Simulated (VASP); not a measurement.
Wanted: the native input for a VASP 6.6.1 run.

| Item | Value |
| --- | --- |
| Task | single point |
| Functional | PBE |
| Potentials or basis | VASP PAW PBE potentials, release 64 (Sb, Bi_d, S) |
| Cutoff | 520 eV |
| k mesh | 12 × 12 × 4 |
| Occupations | gaussian, width 0.1 eV |
| Spin | no spin polarisation |
| Dipole correction | no |
| Further INCAR settings | ALGO = Normal; EDIFF = 1e-07; NBANDS = 31 |

The structure of BiSbS4 lies in POSCAR:

```
BiSbS4
1.0
    3.8172066014      0.0000000000      0.0000000000
   -1.9086033007      3.3057978883      0.0000000000
    0.0000000000      0.0000000000     12.9992605206
Sb Bi S
1 1 4
Direct
    0.0000000000      0.0000000000      0.0000000000
    0.0000000000      0.0000000000      0.5000000000
    0.3333333333      0.6666666667      0.8834813583
    0.3333333333      0.6666666667      0.3735784720
    0.6666666667      0.3333333333      0.6264215280
    0.6666666667      0.3333333333      0.1165186417
```

These files were run (other wordings do the same):

INCAR

```
SYSTEM = BiSbS4
PREC = Accurate ; ENCUT = 520
EDIFF = 1E-7 ; ISMEAR = 0
SIGMA = 0.1 ; LREAL = .False.
LASPH = .True. ; NELM = 80
ALGO = Normal ; ISIF = 2
LWAVE = .False. ; LCHARG = .False.
GGA = PE ; NBANDS = 31
```

KPOINTS

```
regular mesh
0
Gamma
  12 12 4
  0 0 0
```

Potentials or basis: VASP PAW PBE potentials, release 64 (Sb, Bi_d, S).

The run is started by

```console
$ cat potpaw_PBE.64/Sb/POTCAR potpaw_PBE.64/Bi_d/POTCAR potpaw_PBE.64/S/POTCAR > POTCAR
$ mpirun -np 1 vasp_std > vasp.out
```

Results of the run:

```yaml
Pressure: -0.1 GPa
Largest_force: 0.021 eV/Å
Band_gap_on_the_k_mesh: zero (band 22 reaches 4.08 eV, above the bottom of band 23 at 3.09 eV)
```

Caveat: spin-orbit coupling is left out, which moves the levels of the heavy elements; this functional lacks dispersion, which binds the layers, so the pressure and a relaxed spacing across them are unreliable.

Run time: 4.5 min on 1 thread of Intel(R) Xeon(R) Platinum 8375C CPU @ 2.90GHz (Ice Lake) (shared host), peak memory 0.48 GiB.
